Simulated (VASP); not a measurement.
# BN (C2/m) in VASP: further runs

BN is run at these levels: PBE+D3(BJ); tasks: single point.

Program: VASP 6.6.1. These are calculated values, not measurements. Logs are shortened: lines on timing, memory, paths and dates and some standing lists are left out, and cuts for length are marked.

### Step 1. The cell of the first run

The structure is monoclinic, space group C2/m (No. 12). Conventional cell: a = 4.337 Å, b = 2.504 Å, c = 13.444 Å, α = 90.00°, β = 97.73°, γ = 90.00°. B (site symmetry m) has 3 N at 1.45 Å within 1.9 Å. B (site symmetry m) has 3 N at 1.45 Å within 1.9 Å. Within 1.9 Å of N (site symmetry m) lie 3 B at 1.45 Å. Within 1.9 Å of N (site symmetry m) lie 3 B at 1.45 Å.

### Step 2. Single point, PBE+D3(BJ)

File INCAR:

```
PREC = Accurate
ENCUT = 520
EDIFF = 1E-6
ISMEAR = 0
SIGMA = 0.05
LREAL = False
LASPH = True
NELM = 80
ALGO = Normal
ISIF = 2
LWAVE = False
LCHARG = True
GGA = PE
IVDW = 12
LELF = True
LVHAR = True
NBANDS = 26
```

File KPOINTS:

```
regular mesh
0
Gamma
  10 10 2
```

File POSCAR:

```
BN
1.0
   -2.5039917043      0.0000000000      0.0000000000
   -1.2519958521     -2.1685204268      0.0000000000
   -1.5651200148     -0.9036224619     13.3224000000
B N
4 4
Direct
   -0.0312791667     -0.0312791667      0.8750000000
    0.1770708333      0.1770708333      0.3750000000
    0.6145791667      0.6145791667      0.1250000000
    0.4062291667      0.4062291667      0.6250000000
    0.2812458333      0.2812458333      0.1250000000
    0.0728958333      0.0728958333      0.6250000000
    0.3020541667      0.3020541667      0.8750000000
    0.5104041667      0.5104041667      0.3750000000
```

Potentials or basis: VASP PAW PBE potentials, release 64 (B, N).

Launch:

```
$ cat potpaw_PBE.64/B/POTCAR potpaw_PBE.64/N/POTCAR > POTCAR
$ mpirun -np 1 vasp_std > vasp.out
```

OUTCAR:

```text
PREC = Accurate
   ENCUT = 520
   EDIFF = 1E-6
   ISMEAR = 0
   LREAL = False
   LASPH = True
   NELM = 80
   ISIF = 2
   GGA = PE
   IVDW = 12
 IVDW          = 12

 ion  position               nearest neighbor table
   1  0.969  0.969  0.875-   7 1.45   7 1.45   7 1.45
   2  0.177  0.177  0.375-   8 1.45   8 1.45   8 1.45
   3  0.615  0.615  0.125-   5 1.45   5 1.45   5 1.45
   4  0.406  0.406  0.625-   6 1.45   6 1.45   6 1.45
   5  0.281  0.281  0.125-   3 1.45   3 1.45   3 1.45
   6  0.073  0.073  0.625-   4 1.45   4 1.45   4 1.45
   7  0.302  0.302  0.875-   1 1.45   1 1.45   1 1.45
   8  0.510  0.510  0.375-   2 1.45   2 1.45   2 1.45

  LATTYP: Found a base centered monoclinic cell.
 ALAT       =     4.3370408535
 B/A-ratio  =     0.5773502692
 C/A-ratio  =     3.0999066405
 COS(beta)  =    -0.1344234031

  Lattice vectors:

 A1 = (   2.5039917043,   0.0000000000,   0.0000000000)
 A2 = (   1.2519958521,   2.1685204268,   0.0000000000)
 A3 = (  -1.5651200148,  -0.9036224619,  13.3224000000)

Analysis of symmetry for initial positions (statically):
=====================================================================
 Subroutine PRICEL returns:
 Original cell was already a primitive cell.

 Routine SETGRP: Setting up the symmetry group for a
 base centered monoclinic supercell.

 Subroutine GETGRP returns: Found  4 space group operations
 (whereof  2 operations were pure point group operations)
 out of a pool of  4 trial point group operations.

The static configuration has the point symmetry C_1h.
 The point group associated with its full space group is C_2h.

Analysis of symmetry for dynamics (positions and initial velocities):
=====================================================================
 Subroutine PRICEL returns:
 Original cell was already a primitive cell.

 Routine SETGRP: Setting up the symmetry group for a
 base centered monoclinic supercell.

 Subroutine GETGRP returns: Found  4 space group operations
 (whereof  2 operations were pure point group operations)
 out of a pool of  4 trial point group operations.

The dynamic configuration has the point symmetry C_1h.
 The point group associated with its full space group is C_2h.

 Subroutine INISYM returns: Found  4 space group operations
 (whereof  2 operations are pure point group operations),
 and found     1 'primitive' translations

----------------------------------------------------------------------------------------

                                     Primitive cell

  volume of cell :      72.3401

  direct lattice vectors                    reciprocal lattice vectors
    -2.503991704  0.000000000  0.000000000    -0.399362345  0.230571958 -0.031278148
    -1.251995852 -2.168520427  0.000000000     0.000000000 -0.461143915 -0.031278148
    -1.565120015 -0.903622462 13.322400000     0.000000000  0.000000000  0.075061550

  length of vectors
     2.503991704  2.503991704 13.444421742     0.462203454  0.462203454  0.075061550

  position of ions in fractional coordinates (direct lattice)
     0.968720833  0.968720833  0.875000000
     0.177070833  0.177070833  0.375000000
     0.614579167  0.614579167  0.125000000
     0.406229167  0.406229167  0.625000000
     0.281245833  0.281245833  0.125000000
     0.072895833  0.072895833  0.625000000
     0.302054167  0.302054167  0.875000000
     0.510404167  0.510404167  0.375000000

  ion indices of the primitive-cell ions
   primitive index   ion index
                 1           1
                 2           2
                 3           3
                 4           4
                 5           5
                 6           6
                 7           7
                 8           8

----------------------------------------------------------------------------------------

 KPOINTS: regular mesh

Automatic generation of k-mesh.
 Grid dimensions read from file:
 generate k-points for:   10   10    2

 Generating k-lattice:

  Cartesian coordinates                     Fractional coordinates (reciprocal lattice)
    -0.039936235  0.023057196 -0.003127815     0.100000000  0.000000000  0.000000000
     0.000000000 -0.046114392 -0.003127815     0.000000000  0.100000000 -0.000000000
     0.000000000  0.000000000  0.037530775     0.000000000  0.000000000  0.500000000

  Length of vectors
     0.046220345  0.046220345  0.037530775

  Shift w.r.t. Gamma in fractional coordinates (k-lattice)
     0.000000000  0.000000000  0.000000000

 Subroutine IBZKPT returns following result:
 ===========================================

 Found     62 irreducible k-points:

 Following reciprocal coordinates:
            Coordinates               Weight
  0.000000  0.000000  0.000000      1.000000
  0.100000  0.000000  0.000000      4.000000
  0.200000  0.000000  0.000000      4.000000
  0.300000  0.000000 -0.000000      4.000000
  0.400000  0.000000 -0.000000      4.000000
  0.500000  0.000000  0.000000      2.000000
[... 16 lines left out ...]
  0.300000  0.300000 -0.000000      2.000000
  0.400000  0.300000 -0.000000      4.000000
 [... further k-points ...]
   k-points           NKPTS =     62   k-points in BZ     NKDIM =     62   number of bands    NBANDS=     26
   number of dos      NEDOS =    301   number of ions     NIONS =      8
   total plane-waves  NPLWV =  40000
   dimension x,y,z NGX =    20 NGY =   20 NGZ =  100
   dimension x,y,z NGXF=    40 NGYF=   40 NGZF=  200
   ions per type =               4   4
   NGX,Y,Z   is equivalent  to a cutoff of  13.28, 13.28, 12.37 a.u.
   NGXF,Y,Z  is equivalent  to a cutoff of  26.56, 26.56, 24.73 a.u.
 SYSTEM =  unknown system
   PREC   = accura    normal or accurate (medium, high low for compatibility)
   ISTART =      0    job   : 0-new  1-cont  2-samecut
   ICHARG =      2    charge: 1-file 2-atom 10-const
   ISPIN  =      1    spin polarized calculation?
   LNONCOLLINEAR =      F non collinear calculations
   LSORBIT =      F    spin-orbit coupling
   LASPH  =      T    aspherical Exc in radial PAW
   ENCUT  =  520.0 eV  38.22 Ry    6.18 a.u.   4.66  4.66 25.00*2*pi/ulx,y,z
   NELM   =     80;   NELMIN=  2; NELMDL= -5     # of ELM steps
   EDIFF  = 0.1E-05   stopping-criterion for ELM
   LREAL  =      F    real-space projection
   EDIFFG = 0.1E-04   stopping-criterion for IOM
   NSW    =      0    number of steps for IOM
   IBRION =     -1    ionic relax: 0-MD 1-quasi-New 2-CG
   NFREE  =      0    steps in history (QN), initial steepest desc. (CG)
   ISIF   =      2    stress and relaxation
   ISYM   =      2    0-nonsym 1-usesym 2-fastsym
   POTIM  = 0.5000    time-step for ionic-motion
   TEBEG  =    0.0;   TEEND  =   0.0 temperature during run
   PSTRESS=    0.0 pullay stress
   NELECT =      32.0000    total number of electrons
   NUPDOWN=      -1.0000    fix difference up-down
   EMIN   =  10.00;   EMAX   =-10.00  energy-range for DOS
   EFERMI =   0.00;   METHOD = LEGACY
   ISMEAR =     0;   SIGMA  =   0.05  broadening in eV -4-tet -1-fermi 0-gaus
   EFERMI_NEDOS =   21; number of points for ismear=-14 and -15
   IALGO  =     38    algorithm
   IMIX   =      4    mixing-type and parameters
     AMIX     =   0.40;   BMIX     =  1.00
     AMIX_MAG =   1.60;   BMIX_MAG =  1.00
  volume/ion in A,a.u.               =       9.04        61.02
  Fermi-wavevector in a.u.,A,eV,Ry     =   1.247379  2.357205 21.170055  1.555955
  Thomas-Fermi vector in A             =   2.381514
   LORBIT       =      0    0 simple, 1 ext, 2 COOP (PROOUT), +10 PAW based schemes
   GGA     = PE    functional components
   LHFCALC =     F    Hartree Fock is set to
   AEXX    =    0.0000 exact exchange contribution
   IVDW    =    12    specifies the selected vdW correction
   LEPSILON=     F    determine dielectric tensor
   LRPA    =     F    only Hartree local field effects (RPA)
 non-spin polarized calculation
 Gauss-broadening in eV      SIGMA  =   0.05
  energy-cutoff  :      520.00
  volume of cell :       72.34
 maximum number of plane-waves:      1979
   NGX =  9   NGY =  9   NGZ = 49

 number of electron      31.9999997 magnetization

 Free energy of the ion-electron system (eV)
  ---------------------------------------------------
  ext. energy  EPLUGINS =         0.00000000
  ---------------------------------------------------
  free energy    TOTEN  =       -70.28529758 eV

  energy without entropy =      -70.28529758  energy(sigma->0) =      -70.28529758

 E-fermi :   2.6481     XC(G=0): -10.0491

 val. band max:        2.3817989959   @ k =  -0.3000   0.3000   0.0000
 cond. band min:       6.3294616472   @ k =   0.5000   0.0000   0.0000
 fundamental gap:      3.9476626513
 Fermi energy:         2.6481217571

 k-point     1 :       0.0000    0.0000    0.0000
  band No.  band energies     occupation
      1     -15.5450      2.00000
      2     -15.4058      2.00000
      3     -15.4055      2.00000
      4     -15.2573      2.00000
      5      -3.9483      2.00000
      6      -3.0225      2.00000
[... 18 lines left out ...]
     25      13.9064      0.00000
     26      13.9075      0.00000

 k-point     2 :       0.1000    0.0000    0.0000
  band No.  band energies     occupation
      1     -15.3493      2.00000
      2     -15.2223      2.00000
      3     -15.2041      2.00000
      4     -15.0686      2.00000
      5      -3.6779      2.00000
      6      -2.8310      2.00000
[... 18 lines left out ...]
     25      14.6523      0.00000
     26      14.7113      0.00000

 k-point     3 :       0.2000    0.0000    0.0000
  band No.  band energies     occupation
      1     -14.7782      2.00000
      2     -14.6687      2.00000
      3     -14.6352      2.00000
      4     -14.5187      2.00000
      5      -2.8822      2.00000
      6      -2.1755      2.00000
[... 18 lines left out ...]
     25      13.6567      0.00000
     26      14.0457      0.00000

 k-point     4 :       0.3000    0.0000   -0.0000
  band No.  band energies     occupation
      1     -13.8958      2.00000
      2     -13.8082      2.00000
      3     -13.7660      2.00000
      4     -13.6738      2.00000
      5      -3.9757      2.00000
      6      -3.9302      2.00000
[... 18 lines left out ...]
     25      13.6028      0.00000
     26      14.1141      0.00000

 k-point     5 :       0.4000    0.0000   -0.0000
  band No.  band energies     occupation
      1     -12.8987      2.00000
      2     -12.8366      2.00000
      3     -12.8001      2.00000
      4     -12.7377      2.00000
      5      -5.8683      2.00000
      6      -5.8088      2.00000
[... 18 lines left out ...]
     25      13.9858      0.00000
     26      14.8830      0.00000

 k-point     6 :       0.5000    0.0000    0.0000
  band No.  band energies     occupation
      1     -12.3640      2.00000
      2     -12.3178      2.00000
      3     -12.3028      2.00000
      4     -12.2654      2.00000
      5      -6.7003      2.00000
      6      -6.6296      2.00000
[... 427 lines left out ...]
 k-point    21 :      -0.3000    0.2000    0.0000
  band No.  band energies     occupation
      1     -12.4950      2.00000
      2     -12.4276      2.00000
      3     -12.4175      2.00000
      4     -12.3509      2.00000
      5      -5.5998      2.00000
      6      -5.5466      2.00000
[... 18 lines left out ...]
     25      15.0608      0.00000
     26      15.3999      0.00000

 k-point    22 :      -0.2000    0.2000    0.0000
  band No.  band energies     occupation
      1     -13.4069      2.00000
      2     -13.3079      2.00000
      3     -13.3054      2.00000
      4     -13.2027      2.00000
      5      -4.2812      2.00000
      6      -4.2260      2.00000
[... 18 lines left out ...]
     25      15.0784      0.00000
     26      15.4292      0.00000

 k-point    23 :       0.3000    0.3000   -0.0000
  band No.  band energies     occupation
      1     -13.8897      2.00000
      2     -13.8296      2.00000
      3     -13.7442      2.00000
      4     -13.6807      2.00000
      5      -3.9604      2.00000
      6      -3.9363      2.00000
[... 18 lines left out ...]
     25      13.5816      0.00000
     26      13.8936      0.00000

 k-point    24 :       0.4000    0.3000   -0.0000
  band No.  band energies     occupation
      1     -13.2620      2.00000
      2     -13.2172      2.00000
      3     -13.1332      2.00000
      4     -13.0873      2.00000
      5      -4.9386      2.00000
      6      -4.9105      2.00000
[... 18 lines left out ...]
     25      14.2579      0.00000
     26      14.5068      0.00000

 [... further k-points ...]

------------------------ aborting loop because EDIFF is reached ----------------------------------------

 Edisp (eV)   -1.12499

 E8    (eV) :    -0.3294

  FORCE on cell =-STRESS in cart. coord.  units (eV):
  Direction    XX          YY          ZZ          XY          YZ          ZX
  --------------------------------------------------------------------------------------
  -------------------------------------------------------------------------------------
  Total       0.47775     0.48424     0.10662    -0.00562    -0.03876    -0.06714
  in kB      10.58119    10.72495     2.36135    -0.12451    -0.85853    -1.48701
  external pressure =        7.89 kB  Pullay stress =        0.00 kB

 VOLUME and BASIS-vectors are now :
 -----------------------------------------------------------------------------
  energy-cutoff  :      520.00
  volume of cell :       72.34
      direct lattice vectors                 reciprocal lattice vectors
    -2.503991704  0.000000000  0.000000000    -0.399362345  0.230571958 -0.031278148
    -1.251995852 -2.168520427  0.000000000     0.000000000 -0.461143915 -0.031278148
    -1.565120015 -0.903622462 13.322400000     0.000000000  0.000000000  0.075061550

 POSITION                                       TOTAL-FORCE (eV/Angst)
 -----------------------------------------------------------------------------------
     -5.00798     -2.89136     11.65710        -0.008542     -0.004932     -0.047360
     -1.25200     -0.72284      4.99590        -0.000037     -0.000021      0.000380
     -2.50399     -1.44568      1.66530         0.008542      0.004932      0.047360
     -2.50399     -1.44568      8.32650         0.000037      0.000021     -0.000380
     -1.25200     -0.72284      1.66530        -0.028533     -0.016473      0.026964
     -1.25200     -0.72284      8.32650        -0.000028     -0.000016     -0.000347
     -2.50399     -1.44568     11.65710         0.028533      0.016473     -0.026964
     -2.50399     -1.44568      4.99590         0.000028      0.000016      0.000347
 -----------------------------------------------------------------------------------
    total drift:                               -0.000008     -0.000005      0.000004

  FREE ENERGIE OF THE ION-ELECTRON SYSTEM (eV)
  ---------------------------------------------------
  free  energy   TOTEN  =       -71.4102893139 eV

  energy  without entropy=      -71.4102893139  energy(sigma->0) =      -71.41028931
```

Run time: 47 s. Hardware: 1 thread of Intel Xeon 6975P-C (Granite Rapids), shared host; peak memory 0.24 GiB.

Results:

| Item | Value |
| --- | --- |
| Free energy | -71.4103 eV |
| Pressure | 0.8 GPa |
| Largest force | 0.048 eV/Å |
| Band gap on the k mesh | 3.95 eV (least direct gap 4.33 eV) |
| Dispersion energy per atom | -0.141 eV |

Forces in eV/Å, atoms in the order of the input:
```
B   -0.009 -0.005 -0.047
B    0.000  0.000  0.000
B    0.009  0.005  0.047
B    0.000  0.000  0.000
N   -0.029 -0.016  0.027
N    0.000  0.000  0.000
N    0.029  0.016 -0.027
N    0.000  0.000  0.000
```

Levels at points of the mesh, in eV from the valence-band top:
```
           k point  band 13  band 14  band 15  band 16  band 17  band 18  band 19  band 20
(0.00, 0.00, 0.00)    -1.44    -1.43    -1.43    -1.43     5.10     7.43     7.46    10.11
(0.50, 0.00, 0.00)    -1.54    -1.07    -1.05    -0.54     3.95     4.58     4.75     5.57
(0.50, 0.50, 0.00)    -1.45    -1.40    -0.71    -0.63     4.07     4.27     5.18     5.30
(0.00, 0.00, 0.50)    -1.44    -1.44    -1.43    -1.42     5.78     5.81     9.20     9.25
(0.50, 0.00, 0.50)    -1.42    -1.39    -0.71    -0.69     4.00     4.30     5.20     5.35
(0.50, 0.50, 0.50)    -1.58    -1.08    -1.02    -0.51     4.02     4.56     4.69     5.56
```

A k mesh can miss the band edges.

[end of part 1 of 2]
